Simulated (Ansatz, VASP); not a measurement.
**BaTiO3 in VASP and in Ansatz**

```xyz
15
Lattice="-3.9940 0.0000 0.0000 0.0000 -3.9940 0.0000 -1.1982 0.0000 11.9823" Properties=species:S:1:pos:R:3 pbc="T T T"
Ba    0.0000   -3.9940   10.9836
Ba    0.0000   -3.9940    2.9954
Ba    0.0000   -3.9940    6.9895
Ti   -1.9970   -1.9970    0.9983
Ti   -1.9970   -1.9970    4.9924
Ti   -1.9970   -1.9970    8.9865
O    -1.9970   -1.9970    2.9954
O    -1.9970   -1.9970    6.9895
O    -1.9970   -1.9970   10.9836
O    -1.9970    0.0000    0.9983
O    -1.9970    0.0000    4.9924
O    -1.9970    0.0000    8.9865
O    -3.9940   -1.9970    0.9983
O    -3.9940   -1.9970    4.9924
O    -3.9940   -1.9970    8.9865
```

Alike in both runs: task single point; functional r2SCAN; k mesh 7 × 7 × 3; occupations gaussian, width 0.05 eV; no spin polarisation.

|  | VASP | Ansatz |
| --- | --- | --- |
| version | VASP 6.6.1 | Ansatz 0.2.0 |
| potentials or method | VASP PAW PBE potentials, release 64 (Ba_sv, Ti_sv, O), cutoff 520 eV | scalar-relativistic, plane waves, PAW |
| valence electrons in the cell | 120 | 120 |

|  | VASP | Ansatz | Ansatz less VASP |
| --- | --- | --- | --- |
| gap on the k mesh at the Fermi level (eV) | 0.88 | 0.86 | -0.025 |
| least direct gap on the mesh (eV) | 0.88 | 0.86 | -0.025 |
| pressure (GPa) | 6.2 | 3.7 | -2.51 |
| traceless stress, the component that is largest in VASP (GPa) | 11.34 | 10.67 | -0.667 |
| rms of the force components (eV/Å) | 1.633 | 1.484 | -0.1491 |

VASP's potentials were made for PBE, not for r2SCAN. Atom by atom the forces differ by 0.189 eV/Å (rms over components).

Spin-orbit coupling is off throughout.
